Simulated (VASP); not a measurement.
# MgTe (r.b) (P6_3mc) in VASP: single point with PBEsol+D4

Aim: the single point of MgTe (r.b) with PBEsol+D4.

All numbers are computed with VASP 6.6.1; they aren't measurements. Logs are shortened: lines on timing, memory, paths and dates and some standing lists are left out, and cuts for length are marked.

**1. The cell of the first run**

It takes space group P6_3mc (No. 186, hexagonal). The conventional cell has a = 4.530 Å, b = 4.530 Å, c = 7.364 Å, α = 90.00°, β = 90.00°, γ = 120.00°. Within 3.6 Å of Mg (site symmetry 3m) lie 4 Te at 2.77 Å. Within 3.6 Å of Te (site symmetry 3m) lie 4 Mg at 2.77 Å.

**2. Single point, PBEsol+D4**

Input file INCAR:

```
SYSTEM = MgTe
ALGO = Normal
EDIFF = 1E-6
ENCUT = 600
GGA = PS
GGA_COMPAT = .False.
ISIF = 2
ISMEAR = 0
IVDW = 13
LASPH = .True.
LCHARG = .True.
LELF = .True.
LREAL = .False.
LVHAR = .True.
LWAVE = .False.
NBANDS = 16
NELM = 120
PREC = Accurate
SIGMA = 0.02
```

Input file KPOINTS:

```
k-points
0
Gamma
  9 9 4
  0 0 0
```

Input file POSCAR:

```
MgTe
1.0
    4.5301093294      0.0000000000      0.0000000000
   -2.2650546647      3.9231897612      0.0000000000
    0.0000000000      0.0000000000      7.3641643502
Mg Te
2 2
Direct
    0.3333333333      0.6666666667      0.0001339411
    0.6666666667      0.3333333333      0.5001339411
    0.3333333333      0.6666666667      0.3768660589
    0.6666666667      0.3333333333      0.8768660589
```

Potentials or basis: VASP PAW PBE potentials, release 64 (Mg, Te).

The run is started by

```
cat potpaw_PBE.64/Mg/POTCAR potpaw_PBE.64/Te/POTCAR > POTCAR
mpirun -np 1 vasp_std > vasp.out
```

OUTCAR:

```text
SYSTEM = MgTe
   EDIFF = 1E-6
   ENCUT = 600
   GGA = PS
   ISIF = 2
   ISMEAR = 0
   IVDW = 13
   LASPH = .True.
   LREAL = .False.
   NELM = 120
   PREC = Accurate

 ion  position               nearest neighbor table
   1  0.333  0.667  0.000-   4 2.77   4 2.77   4 2.77   3 2.77
   2  0.667  0.333  0.500-   3 2.77   3 2.77   3 2.77   4 2.77
   3  0.333  0.667  0.377-   2 2.77   2 2.77   2 2.77   1 2.77
   4  0.667  0.333  0.877-   1 2.77   1 2.77   1 2.77   2 2.77

  LATTYP: Found a hexagonal cell.
 ALAT       =     4.5301093294
 C/A-ratio  =     1.6256041112

  Lattice vectors:

 A1 = (   4.5301093294,   0.0000000000,   0.0000000000)
 A2 = (  -2.2650546647,   3.9231897612,   0.0000000000)
 A3 = (   0.0000000000,   0.0000000000,   7.3641643502)

Analysis of symmetry for initial positions (statically):
=====================================================================
 Subroutine PRICEL returns:
 Original cell was already a primitive cell.

 Routine SETGRP: Setting up the symmetry group for a
 hexagonal supercell.

 Subroutine GETGRP returns: Found 12 space group operations
 (whereof  6 operations were pure point group operations)
 out of a pool of 24 trial point group operations.

The static configuration has the point symmetry C_3v.
 The point group associated with its full space group is C_6v.

Analysis of symmetry for dynamics (positions and initial velocities):
=====================================================================
 Subroutine PRICEL returns:
 Original cell was already a primitive cell.

 Routine SETGRP: Setting up the symmetry group for a
 hexagonal supercell.

 Subroutine GETGRP returns: Found 12 space group operations
 (whereof  6 operations were pure point group operations)
 out of a pool of 24 trial point group operations.

The dynamic configuration has the point symmetry C_3v.
 The point group associated with its full space group is C_6v.

 Subroutine INISYM returns: Found 12 space group operations
 (whereof  6 operations are pure point group operations),
 and found     1 'primitive' translations

----------------------------------------------------------------------------------------

                                     Primitive cell

  volume of cell :     130.8795

  direct lattice vectors                    reciprocal lattice vectors
     4.530109329  0.000000000  0.000000000     0.220745224  0.127447315  0.000000000
    -2.265054665  3.923189761  0.000000000     0.000000000  0.254894629  0.000000000
     0.000000000  0.000000000  7.364164350     0.000000000  0.000000000  0.135792733

  length of vectors
     4.530109329  4.530109329  7.364164350     0.254894629  0.254894629  0.135792733

  position of ions in fractional coordinates (direct lattice)
     0.333333333  0.666666667  0.000133941
     0.666666667  0.333333333  0.500133941
     0.333333333  0.666666667  0.376866059
     0.666666667  0.333333333  0.876866059

  ion indices of the primitive-cell ions
   primitive index   ion index
                 1           1
                 2           2
                 3           3
                 4           4

----------------------------------------------------------------------------------------

 KPOINTS: k-points

Automatic generation of k-mesh.
 Grid dimensions read from file:
 generate k-points for:    9    9    4

 Generating k-lattice:

  Cartesian coordinates                     Fractional coordinates (reciprocal lattice)
     0.024527247  0.014160813  0.000000000     0.111111111  0.000000000  0.000000000
     0.000000000  0.028321625  0.000000000     0.000000000  0.111111111  0.000000000
     0.000000000  0.000000000  0.033948183     0.000000000  0.000000000  0.250000000

  Length of vectors
     0.028321625  0.028321625  0.033948183

  Shift w.r.t. Gamma in fractional coordinates (k-lattice)
     0.000000000  0.000000000  0.000000000

 Subroutine IBZKPT returns following result:
 ===========================================

 Found     36 irreducible k-points:

 Following reciprocal coordinates:
            Coordinates               Weight
  0.000000  0.000000  0.000000      1.000000
  0.111111  0.000000  0.000000      6.000000
  0.222222  0.000000  0.000000      6.000000
  0.333333  0.000000  0.000000      6.000000
  0.444444  0.000000  0.000000      6.000000
  0.111111  0.111111  0.000000      6.000000
[... 16 lines left out ...]
  0.333333  0.222222  0.250000     24.000000
  0.333333  0.333333  0.250000      4.000000
 [... further k-points ...]
   k-points           NKPTS =     36   k-points in BZ     NKDIM =     36   number of bands    NBANDS=     16
   number of dos      NEDOS =    301   number of ions     NIONS =      4
   total plane-waves  NPLWV =  77760
   dimension x,y,z NGX =    36 NGY =   36 NGZ =   60
   dimension x,y,z NGXF=    72 NGYF=   72 NGZF=  120
   ions per type =               2   2
   NGX,Y,Z   is equivalent  to a cutoff of  13.21, 13.21, 13.54 a.u.
   NGXF,Y,Z  is equivalent  to a cutoff of  26.42, 26.42, 27.09 a.u.
 SYSTEM =  MgTe
   PREC   = accura    normal or accurate (medium, high low for compatibility)
   ISTART =      0    job   : 0-new  1-cont  2-samecut
   ICHARG =      2    charge: 1-file 2-atom 10-const
   ISPIN  =      1    spin polarized calculation?
   LNONCOLLINEAR =      F non collinear calculations
   LSORBIT =      F    spin-orbit coupling
   LASPH  =      T    aspherical Exc in radial PAW
   ENCUT  =  600.0 eV  44.10 Ry    6.64 a.u.   9.05  9.05 14.71*2*pi/ulx,y,z
   NELM   =    120;   NELMIN=  2; NELMDL= -5     # of ELM steps
   EDIFF  = 0.1E-05   stopping-criterion for ELM
   LREAL  =      F    real-space projection
   EDIFFG = 0.1E-04   stopping-criterion for IOM
   NSW    =      0    number of steps for IOM
   IBRION =     -1    ionic relax: 0-MD 1-quasi-New 2-CG
   NFREE  =      0    steps in history (QN), initial steepest desc. (CG)
   ISIF   =      2    stress and relaxation
   ISYM   =      2    0-nonsym 1-usesym 2-fastsym
   POTIM  = 0.5000    time-step for ionic-motion
   TEBEG  =    0.0;   TEEND  =   0.0 temperature during run
   PSTRESS=    0.0 pullay stress
   NELECT =      16.0000    total number of electrons
   NUPDOWN=      -1.0000    fix difference up-down
   EMIN   =  10.00;   EMAX   =-10.00  energy-range for DOS
   EFERMI =   0.00;   METHOD = LEGACY
   ISMEAR =     0;   SIGMA  =   0.02  broadening in eV -4-tet -1-fermi 0-gaus
   EFERMI_NEDOS =   21; number of points for ismear=-14 and -15
   IALGO  =     38    algorithm
   IMIX   =      4    mixing-type and parameters
     AMIX     =   0.40;   BMIX     =  1.00
     AMIX_MAG =   1.60;   BMIX_MAG =  1.00
  volume/ion in A,a.u.               =      32.72       220.80
  Fermi-wavevector in a.u.,A,eV,Ry     =   0.812502  1.535406  8.982011  0.660159
  Thomas-Fermi vector in A             =   1.922056
   LORBIT       =      0    0 simple, 1 ext, 2 COOP (PROOUT), +10 PAW based schemes
   GGA     = PS    functional components
   LHFCALC =     F    Hartree Fock is set to
   AEXX    =    0.0000 exact exchange contribution
   IVDW    =    13    specifies the selected vdW correction
   LEPSILON=     F    determine dielectric tensor
   LRPA    =     F    only Hartree local field effects (RPA)
 non-spin polarized calculation
 Gauss-broadening in eV      SIGMA  =   0.02
  energy-cutoff  :      600.00
  volume of cell :      130.88
 maximum number of plane-waves:      4395
   NGX = 19   NGY = 19   NGZ = 29

 number of electron      16.0000001 magnetization

 Free energy of the ion-electron system (eV)
  ---------------------------------------------------
  ext. energy  EPLUGINS =         0.00000000
  ---------------------------------------------------
  free energy    TOTEN  =       -13.78608020 eV

  energy without entropy =      -13.78608020  energy(sigma->0) =      -13.78608020

 E-fermi :   2.1717     XC(G=0):  -8.1093

 val. band max:        2.0360187682   @ k =   0.0000   0.0000   0.0000
 cond. band min:       4.5168098538   @ k =   0.0000   0.0000   0.0000
 fundamental gap:      2.4807910855
 Fermi energy:         2.1717100446

 k-point     1 :       0.0000    0.0000    0.0000
  band No.  band energies     occupation
      1      -8.3246      2.00000
      2      -7.6760      2.00000
      3      -1.3534      2.00000
      4       1.5141      2.00000
      5       1.5141      2.00000
      6       2.0193      2.00000
[... 8 lines left out ...]
     15       8.2874      0.00000
     16       9.2356      0.00000

 k-point     2 :       0.1111    0.0000    0.0000
  band No.  band energies     occupation
      1      -8.2684      2.00000
      2      -7.6445      2.00000
      3      -1.2713      2.00000
      4       1.0454      2.00000
      5       1.3923      2.00000
      6       1.4950      2.00000
[... 8 lines left out ...]
     15       8.5728      0.00000
     16       8.5752      0.00000

 k-point     3 :       0.2222    0.0000    0.0000
  band No.  band energies     occupation
      1      -8.1136      2.00000
      2      -7.5670      2.00000
      3      -1.0469      2.00000
      4       0.1914      2.00000
      5       0.6081      2.00000
      6       1.1356      2.00000
[... 8 lines left out ...]
     15       8.6676      0.00000
     16       9.0182      0.00000

 k-point     4 :       0.3333    0.0000    0.0000
  band No.  band energies     occupation
      1      -7.9048      2.00000
      2      -7.4917      2.00000
      3      -0.8806      2.00000
      4      -0.3815      2.00000
      5      -0.1135      2.00000
      6       0.8961      2.00000
[... 8 lines left out ...]
     15       9.0111      0.00000
     16       9.9782      0.00000
[... 324 lines left out ...]
 k-point    22 :       0.2222    0.2222    0.2500
  band No.  band energies     occupation
      1      -7.7517      2.00000
      2      -7.5181      2.00000
      3      -0.9291      2.00000
      4      -0.6352      2.00000
      5       0.3639      2.00000
      6       0.3935      2.00000
[... 8 lines left out ...]
     15       8.5983      0.00000
     16       9.6072      0.00000

 k-point    23 :       0.3333    0.2222    0.2500
  band No.  band energies     occupation
      1      -7.6128      2.00000
      2      -7.4947      2.00000
      3      -1.0193      2.00000
      4      -0.8253      2.00000
      5      -0.0230      2.00000
      6       0.5993      2.00000
[... 8 lines left out ...]
     15       9.5508      0.00000
     16       9.8018      0.00000

 k-point    24 :       0.3333    0.3333    0.2500
  band No.  band energies     occupation
      1      -7.5253      2.00000
      2      -7.5253      2.00000
      3      -0.8568      2.00000
      4      -0.8568      2.00000
      5      -0.3392      2.00000
      6       0.3829      2.00000
[... 8 lines left out ...]
     15       9.6705      0.00000
     16       9.9514      0.00000

 [... further k-points ...]

------------------------ aborting loop because EDIFF is reached ----------------------------------------

  DFT-D4 for vdW energy calculation

  Edisp (eV):   -0.63847

  FORCE on cell =-STRESS in cart. coord.  units (eV):
  Direction    XX          YY          ZZ          XY          YZ          ZX
  --------------------------------------------------------------------------------------
  -------------------------------------------------------------------------------------
  Total       0.03218     0.03218     0.03263     0.00000     0.00000     0.00000
  in kB       0.39394     0.39394     0.39940     0.00000     0.00000     0.00000
  external pressure =        0.40 kB  Pullay stress =        0.00 kB

 VOLUME and BASIS-vectors are now :
 -----------------------------------------------------------------------------
  energy-cutoff  :      600.00
  volume of cell :      130.88
      direct lattice vectors                 reciprocal lattice vectors
     4.530109329  0.000000000  0.000000000     0.220745224  0.127447315  0.000000000
    -2.265054665  3.923189761  0.000000000     0.000000000  0.254894629  0.000000000
     0.000000000  0.000000000  7.364164350     0.000000000  0.000000000  0.135792733

 POSITION                                       TOTAL-FORCE (eV/Angst)
 -----------------------------------------------------------------------------------
     -0.00000      2.61546      0.00099        -0.000000     -0.000000      0.000225
      2.26505      1.30773      3.68307         0.000000     -0.000000      0.000225
     -0.00000      2.61546      2.77530        -0.000000     -0.000000     -0.000225
      2.26505      1.30773      6.45739         0.000000      0.000000     -0.000225
 -----------------------------------------------------------------------------------
    total drift:                               -0.000000     -0.000000      0.001118

  FREE ENERGIE OF THE ION-ELECTRON SYSTEM (eV)
  ---------------------------------------------------
  free  energy   TOTEN  =       -14.4245491052 eV

  energy  without entropy=      -14.4245491052  energy(sigma->0) =      -14.42454911
```

Wall time 67 s (1 thread of Intel Xeon Platinum 8488C (Sapphire Rapids), shared host); peak memory 0.31 GiB.

Results:

```yaml
Free_energy: -14.4245 eV
Pressure: 0.0 GPa
Band_gap_on_the_k_mesh: 2.48 eV, direct
Dispersion_energy_per_atom: -0.160 eV
```

Caveat: the PAW data sets were made with another functional, which shifts forces and pressure a little; spin-orbit coupling is left out, which moves the levels of the heavy elements. Expect the measured gap to be larger: semilocal functionals such as PBEsol lack the derivative discontinuity.
